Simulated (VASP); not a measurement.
# CO2 (I-42d) in VASP: single point with PBEsol

Aim: the single point of CO2 with PBEsol.

Everything below comes from runs of VASP 6.6.1. Logs are shortened: lines on timing, memory, paths and dates and some standing lists are left out, and cuts for length are marked.

## (1) The cell of the first run

Symmetry: I-42d, No. 122, tetragonal system. Conventional cell: a = 3.910 Å, b = 3.910 Å, c = 5.935 Å, α = 90.00°, β = 90.00°, γ = 90.00°. C (site symmetry -4) has 4 O at 1.39 Å within 1.9 Å. Within 1.9 Å of O (site symmetry 2) lie 2 C at 1.39 Å.

## (2) Single point, PBEsol

Input file INCAR:

```
SYSTEM = CO2
PREC = Accurate ; ENCUT = 520
EDIFF = 1E-6 ; ISMEAR = 0
SIGMA = 0.01 ; LREAL = .FALSE.
LASPH = .TRUE. ; NELM = 100
ALGO = Normal ; ISIF = 2
LWAVE = .FALSE. ; LCHARG = .TRUE.
GGA = PS ; LELF = .TRUE.
LVHAR = .TRUE. ; NBANDS = 25
```

Input file KPOINTS:

```
Automatic mesh
0
G
  6 6 6
  0 0 0
```

Input file POSCAR:

```
CO2
1.0
   -1.9548127153      1.9548127153      2.9673315043
    1.9548127153     -1.9548127153      2.9673315043
    1.9548127153      1.9548127153     -2.9673315043
C O
2 4
Direct
    0.0000000000      0.0000000000      0.0000000000
    0.7500000000      0.2500000000      0.5000000000
    0.3750000000      0.2923507872      0.4173507872
    0.7076492128      0.1250000000      0.0826492128
    0.8750000000      0.9576492128      0.5826492128
    0.0423507872      0.6250000000      0.9173507872
```

Potentials or basis: VASP PAW PBE potentials, release 64 (C, O).

Command:

```console
cat potpaw_PBE.64/C/POTCAR potpaw_PBE.64/O/POTCAR > POTCAR
mpirun -np 1 vasp_std > vasp.out
```

OUTCAR:

```text
SYSTEM = CO2
   PREC = Accurate
   ENCUT = 520
   EDIFF = 1E-6
   ISMEAR = 0
   LREAL = .FALSE.
   LASPH = .TRUE.
   NELM = 100
   ISIF = 2
   GGA = PS

 ion  position               nearest neighbor table
   1  0.000  0.000  0.000-   3 1.39   4 1.39   5 1.39   6 1.39
   2  0.750  0.250  0.500-   3 1.39   4 1.39   5 1.39   6 1.39
   3  0.375  0.292  0.417-   1 1.39   2 1.39
   4  0.708  0.125  0.083-   1 1.39   2 1.39
   5  0.875  0.958  0.583-   1 1.39   2 1.39
   6  0.042  0.625  0.917-   1 1.39   2 1.39

  LATTYP: Found a body centered tetragonal cell.
 ALAT       =     3.9096254306
 C/A-ratio  =     1.5179620437

  Lattice vectors:

 A1 = (  -1.9548127153,   1.9548127153,   2.9673315043)
 A2 = (   1.9548127153,  -1.9548127153,   2.9673315043)
 A3 = (   1.9548127153,   1.9548127153,  -2.9673315043)

Analysis of symmetry for initial positions (statically):
=====================================================================
 Subroutine PRICEL returns:
 Original cell was already a primitive cell.

 Routine SETGRP: Setting up the symmetry group for a
 body centered tetragonal supercell.

 Subroutine GETGRP returns: Found  8 space group operations
 (whereof  4 operations were pure point group operations)
 out of a pool of 16 trial point group operations.

The static configuration has the point symmetry S_4 .
 The point group associated with its full space group is D_2d.

Analysis of symmetry for dynamics (positions and initial velocities):
=====================================================================
 Subroutine PRICEL returns:
 Original cell was already a primitive cell.

 Routine SETGRP: Setting up the symmetry group for a
 body centered tetragonal supercell.

 Subroutine GETGRP returns: Found  8 space group operations
 (whereof  4 operations were pure point group operations)
 out of a pool of 16 trial point group operations.

The dynamic configuration has the point symmetry S_4 .
 The point group associated with its full space group is D_2d.

 Subroutine INISYM returns: Found  8 space group operations
 (whereof  4 operations are pure point group operations),
 and found     1 'primitive' translations

----------------------------------------------------------------------------------------

                                     Primitive cell

  volume of cell :      45.3562

  direct lattice vectors                    reciprocal lattice vectors
    -1.954812715  1.954812715  2.967331504     0.000000000  0.255778979  0.168501564
     1.954812715 -1.954812715  2.967331504     0.255778979  0.000000000  0.168501564
     1.954812715  1.954812715 -2.967331504     0.255778979  0.255778979  0.000000000

  length of vectors
     4.055569228  4.055569228  4.055569228     0.306293427  0.306293427  0.361726101

  position of ions in fractional coordinates (direct lattice)
     0.000000000  0.000000000  0.000000000
     0.750000000  0.250000000  0.500000000
     0.375000000  0.292350787  0.417350787
     0.707649213  0.125000000  0.082649213
     0.875000000  0.957649213  0.582649213
     0.042350787  0.625000000  0.917350787

  ion indices of the primitive-cell ions
   primitive index   ion index
                 1           1
                 2           2
                 3           3
                 4           4
                 5           5
                 6           6

----------------------------------------------------------------------------------------

 KPOINTS: Automatic mesh

Automatic generation of k-mesh.
 Grid dimensions read from file:
 generate k-points for:    6    6    6

 Generating k-lattice:

  Cartesian coordinates                     Fractional coordinates (reciprocal lattice)
     0.000000000  0.042629830  0.028083594     0.166666667 -0.000000000  0.000000000
     0.042629830  0.000000000  0.028083594    -0.000000000  0.166666667  0.000000000
     0.042629830  0.042629830  0.000000000     0.000000000  0.000000000  0.166666667

  Length of vectors
     0.051048904  0.051048904  0.060287683

  Shift w.r.t. Gamma in fractional coordinates (k-lattice)
     0.000000000  0.000000000  0.000000000

 Subroutine IBZKPT returns following result:
 ===========================================

 Found     30 irreducible k-points:

 Following reciprocal coordinates:
            Coordinates               Weight
  0.000000  0.000000  0.000000      1.000000
  0.166667  0.000000 -0.000000      8.000000
  0.333333  0.000000 -0.000000      8.000000
  0.500000  0.000000 -0.000000      4.000000
  0.166667  0.166667 -0.000000      8.000000
  0.333333  0.166667 -0.000000     16.000000
[... 16 lines left out ...]
 -0.333333 -0.333333  0.166667      8.000000
 -0.166667 -0.333333  0.166667      8.000000
 [... further k-points ...]
   k-points           NKPTS =     30   k-points in BZ     NKDIM =     30   number of bands    NBANDS=     25
   number of dos      NEDOS =    301   number of ions     NIONS =      6
   total plane-waves  NPLWV =  27000
   dimension x,y,z NGX =    30 NGY =   30 NGZ =   30
   dimension x,y,z NGXF=    60 NGYF=   60 NGZF=   60
   ions per type =               2   4
   NGX,Y,Z   is equivalent  to a cutoff of  12.30, 12.30, 12.30 a.u.
   NGXF,Y,Z  is equivalent  to a cutoff of  24.60, 24.60, 24.60 a.u.
 SYSTEM =  CO2
   PREC   = accura    normal or accurate (medium, high low for compatibility)
   ISTART =      0    job   : 0-new  1-cont  2-samecut
   ICHARG =      2    charge: 1-file 2-atom 10-const
   ISPIN  =      1    spin polarized calculation?
   LNONCOLLINEAR =      F non collinear calculations
   LSORBIT =      F    spin-orbit coupling
   LASPH  =      T    aspherical Exc in radial PAW
   ENCUT  =  520.0 eV  38.22 Ry    6.18 a.u.   7.54  7.54  7.54*2*pi/ulx,y,z
   NELM   =    100;   NELMIN=  2; NELMDL= -5     # of ELM steps
   EDIFF  = 0.1E-05   stopping-criterion for ELM
   LREAL  =      F    real-space projection
   EDIFFG = 0.1E-04   stopping-criterion for IOM
   NSW    =      0    number of steps for IOM
   IBRION =     -1    ionic relax: 0-MD 1-quasi-New 2-CG
   NFREE  =      0    steps in history (QN), initial steepest desc. (CG)
   ISIF   =      2    stress and relaxation
   ISYM   =      2    0-nonsym 1-usesym 2-fastsym
   POTIM  = 0.5000    time-step for ionic-motion
   TEBEG  =    0.0;   TEEND  =   0.0 temperature during run
   PSTRESS=    0.0 pullay stress
   NELECT =      32.0000    total number of electrons
   NUPDOWN=      -1.0000    fix difference up-down
   EMIN   =  10.00;   EMAX   =-10.00  energy-range for DOS
   EFERMI =   0.00;   METHOD = LEGACY
   ISMEAR =     0;   SIGMA  =   0.01  broadening in eV -4-tet -1-fermi 0-gaus
   EFERMI_NEDOS =   21; number of points for ismear=-14 and -15
   IALGO  =     38    algorithm
   IMIX   =      4    mixing-type and parameters
     AMIX     =   0.40;   BMIX     =  1.00
     AMIX_MAG =   1.60;   BMIX_MAG =  1.00
  volume/ion in A,a.u.               =       7.56        51.01
  Fermi-wavevector in a.u.,A,eV,Ry     =   1.457402  2.754090 28.899055  2.124021
  Thomas-Fermi vector in A             =   2.574208
   LORBIT       =      0    0 simple, 1 ext, 2 COOP (PROOUT), +10 PAW based schemes
   GGA     = PS    functional components
   LHFCALC =     F    Hartree Fock is set to
   AEXX    =    0.0000 exact exchange contribution
   IVDW    =     0    specifies the selected vdW correction
   LEPSILON=     F    determine dielectric tensor
   LRPA    =     F    only Hartree local field effects (RPA)
 non-spin polarized calculation
 Gauss-broadening in eV      SIGMA  =   0.01
  energy-cutoff  :      520.00
  volume of cell :       45.36
 maximum number of plane-waves:      1234
   NGX = 15   NGY = 15   NGZ = 15

 number of electron      31.9999977 magnetization

 Free energy of the ion-electron system (eV)
  ---------------------------------------------------
  ext. energy  EPLUGINS =         0.00000000
  ---------------------------------------------------
  free energy    TOTEN  =       -46.10376729 eV

  energy without entropy =      -46.10376729  energy(sigma->0) =      -46.10376729

 E-fermi :   2.5174     XC(G=0): -11.5409

 val. band max:        2.4669882674   @ k =   0.5000   0.0000  -0.0000
 cond. band min:      10.0616314248   @ k =   0.0000   0.0000   0.0000
 fundamental gap:      7.5946431574
 Fermi energy:         2.5173926202

 k-point     1 :       0.0000    0.0000    0.0000
  band No.  band energies     occupation
      1     -21.8282      2.00000
      2     -16.5552      2.00000
      3     -16.5552      2.00000
      4     -15.8554      2.00000
      5     -12.2633      2.00000
      6      -7.4410      2.00000
[... 17 lines left out ...]
     24      17.6942      0.00000
     25      17.6942      0.00000

 k-point     2 :       0.1667    0.0000   -0.0000
  band No.  band energies     occupation
      1     -21.6441      2.00000
      2     -16.9998      2.00000
      3     -16.6030      2.00000
      4     -16.0625      2.00000
      5     -11.7150      2.00000
      6      -7.4144      2.00000
[... 17 lines left out ...]
     24      17.5633      0.00000
     25      17.8979      0.00000

 k-point     3 :       0.3333    0.0000   -0.0000
  band No.  band energies     occupation
      1     -21.1635      2.00000
      2     -18.0324      2.00000
      3     -16.6760      2.00000
      4     -16.2361      2.00000
      5     -10.8625      2.00000
      6      -7.3639      2.00000
[... 552 lines left out ...]
 k-point    23 :      -0.3333   -0.3333    0.1667
  band No.  band energies     occupation
      1     -20.7134      2.00000
      2     -18.5906      2.00000
      3     -16.8172      2.00000
      4     -16.6358      2.00000
      5      -9.7254      2.00000
      6      -7.4302      2.00000
[... 17 lines left out ...]
     24      17.0089      0.00000
     25      17.0943      0.00000

 k-point    24 :      -0.1667   -0.3333    0.1667
  band No.  band energies     occupation
      1     -21.1850      2.00000
      2     -17.8265      2.00000
      3     -16.7064      2.00000
      4     -16.5610      2.00000
      5     -10.4791      2.00000
      6      -7.1218      2.00000
[... 17 lines left out ...]
     24      17.0904      0.00000
     25      17.3273      0.00000

 [... further k-points ...]

------------------------ aborting loop because EDIFF is reached ----------------------------------------

  FORCE on cell =-STRESS in cart. coord.  units (eV):
  Direction    XX          YY          ZZ          XY          YZ          ZX
  --------------------------------------------------------------------------------------
  -------------------------------------------------------------------------------------
  Total        0.9193544      0.9193544      0.7229032      0.0000000      0.0000000      0.0000000
  in kB       32.4756002     32.4756002     25.5360860      0.0000000      0.0000000      0.0000000
  external PRESSURE =      30.1624288 kB  Pullay stress =       0.0000000 kB

 VOLUME and BASIS-vectors are now :
 -----------------------------------------------------------------------------
  energy-cutoff  :      520.00
  volume of cell :       45.36
      direct lattice vectors                 reciprocal lattice vectors
    -1.954812715  1.954812715  2.967331504     0.000000000  0.255778979  0.168501564
     1.954812715 -1.954812715  2.967331504     0.255778979  0.000000000  0.168501564
     1.954812715  1.954812715 -2.967331504     0.255778979  0.255778979  0.000000000

 POSITION                                       TOTAL-FORCE (eV/Angst)
 -----------------------------------------------------------------------------------
      0.00000      0.00000      0.00000        -0.000000      0.000000      0.000000
      0.00000      1.95481      1.48367        -0.000000      0.000000     -0.000000
      0.65428      0.97741      0.74183         0.168467      0.000000     -0.000000
     -0.97741      1.30053      2.22550        -0.000000     -0.168467      0.000000
      1.30053      0.97741      3.70916        -0.168467      0.000000      0.000000
      2.93222      0.65428     -0.74183        -0.000000      0.168467     -0.000000
 -----------------------------------------------------------------------------------
    total drift:                                0.000002      0.000002      0.000003

  FREE ENERGIE OF THE ION-ELECTRON SYSTEM (eV)
  ---------------------------------------------------
  free  energy   TOTEN  =       -46.1037672852 eV

  energy  without entropy=      -46.1037672852  energy(sigma->0) =      -46.10376729
```

Run time: 29 s. Hardware: 1 thread of AMD EPYC 9R45 (Zen 5), shared host; peak memory 0.14 GiB.

What came out:

```
Free energy            : -46.1038 eV
Pressure               : 3.0 GPa
Largest force          : 0.168 eV/Å
Band gap on the k mesh : 7.59 eV, indirect (least direct gap 8.05 eV)
```

Forces on the atoms (eV/Å):
```
C    0.000  0.000  0.000
C    0.000  0.000  0.000
O    0.168  0.000  0.000
O    0.000 -0.168  0.000
O   -0.168  0.000  0.000
O    0.000  0.168  0.000
```

Levels at points of the mesh, in eV from the valence-band top:
```csv
k point,band 14,band 15,band 16,band 17,band 18,band 19
"(0.00, 0.00, 0.00)",-0.90,-0.90,-0.46,7.59,9.45,9.45
"(0.50, 0.00, 0.00)",-1.47,-0.45,0.00,8.35,9.65,9.89
"(0.50, 0.50, 0.00)",-0.68,-0.54,-0.54,9.10,9.10,10.05
"(0.50, 0.50, 0.50)",-2.92,-0.04,-0.04,8.93,8.93,10.91
```

Caveat: the PAW data sets were made with another functional, which shifts forces and pressure a little. A hybrid or GW would open this gap; PBEsol tends to underestimate it.
